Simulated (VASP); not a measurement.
Input of a VASP 6.6.1 run:

The input INCAR:

```
SYSTEM = SiNi3
PREC = Accurate
ENCUT = 520
EDIFF = 1E-7
ISMEAR = -1
SIGMA = 0.05
LREAL = .False.
LASPH = .True.
NELM = 150
ALGO = Fast
ISIF = 2
LWAVE = .False.
LCHARG = .False.
ISPIN = 2
MAGMOM = 1 1 1 0
LORBIT = 11
LMAXMIX = 4
GGA = RE
NBANDS = 29
```

The input KPOINTS:

```
Automatic mesh
0
Gamma
  4 4 4
  0 0 0
```

The input POSCAR:

```
SiNi3
1.0
    3.5420000000      0.0000000000      0.0000000000
    0.0000000000      3.5420000000      0.0000000000
    0.0000000000      0.0000000000      3.5420000000
Ni Si
3 1
Direct
    0.5000000000      0.5000000000      0.0000000000
    0.5000000000      0.0000000000      0.5000000000
    0.0000000000      0.5000000000      0.5000000000
    0.0000000000      0.0000000000      0.0000000000
```

Potentials or basis: VASP PAW PBE potentials, release 64 (Ni, Si).

Run with:

```sh
$ cat potpaw_PBE.64/Ni/POTCAR potpaw_PBE.64/Si/POTCAR > POTCAR
$ mpirun -np 1 vasp_std > vasp.out
```

(1) What does it give for the pressure?

(2) What does it give for the band gap on the k mesh?

(3) What does it give for the net moment?

Answers

(1) -2.6 GPa.

(2) zero (filled and empty bands overlap).

(3) 0.00 μB per cell.

Caveat: the k points lie up to 0.44 Å⁻¹ apart; the PAW data sets were made with another functional, which shifts forces and pressure a little.
